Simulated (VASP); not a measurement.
## In3Se: single point with PBE

The system is In3Se.

```
CELL_PARAMETERS angstrom
4.89797 0.00000 0.00000
0.00000 4.89797 0.00000
0.00000 0.00000 4.89797
ATOMIC_POSITIONS crystal
In 0.50000 0.50000 0.00000
In 0.50000 0.00000 0.50000
In 0.00000 0.50000 0.50000
Se 0.00000 0.00000 0.00000
```

```
Program                : VASP 6.6.1
Task                   : single point
Functional             : PBE
Potentials or basis    : VASP PAW PBE potentials, release 64 (In_d, Se)
Cutoff                 : 520 eV
k mesh                 : 6 × 6 × 6
Occupations            : fermi-dirac, width 0.05 eV
Spin                   : no spin polarisation
Dipole correction      : no
Further INCAR settings : ALGO = Normal; EDIFF = 1e-07; NBANDS = 30
```

| Quantity | Value |
| --- | --- |
| Pressure | -1.9 GPa |

Levels at points of the mesh, in eV from the Fermi level:
| k point | band 18 | band 19 | band 20 | band 21 | band 22 | band 23 | band 24 | band 25 | band 26 | band 27 |
| --- | --- | --- | --- | --- | --- | --- | --- | --- | --- | --- |
| (0.00, 0.00, 0.00) | -3.08 | -3.08 | -3.08 | -2.40 | -2.40 | 1.03 | 1.03 | 1.03 | 3.98 | 3.98 |
| (0.50, 0.00, 0.00) | -4.95 | -2.33 | -2.33 | -1.94 | -1.06 | -0.08 | -0.08 | 1.42 | 3.37 | 3.52 |
| (0.50, 0.50, 0.00) | -5.72 | -5.57 | -1.88 | -0.83 | -0.83 | -0.82 | 1.18 | 1.73 | 1.73 | 1.75 |
| (0.50, 0.50, 0.50) | -4.37 | -4.37 | -3.91 | -3.91 | -3.91 | -3.04 | 2.76 | 2.76 | 2.76 | 7.49 |

It took 110 s on 1 thread of AMD EPYC 7R13, on a shared host, peak memory 0.2 GiB.

Caveat: spin-orbit coupling is left out, which moves the levels of the heavy elements.
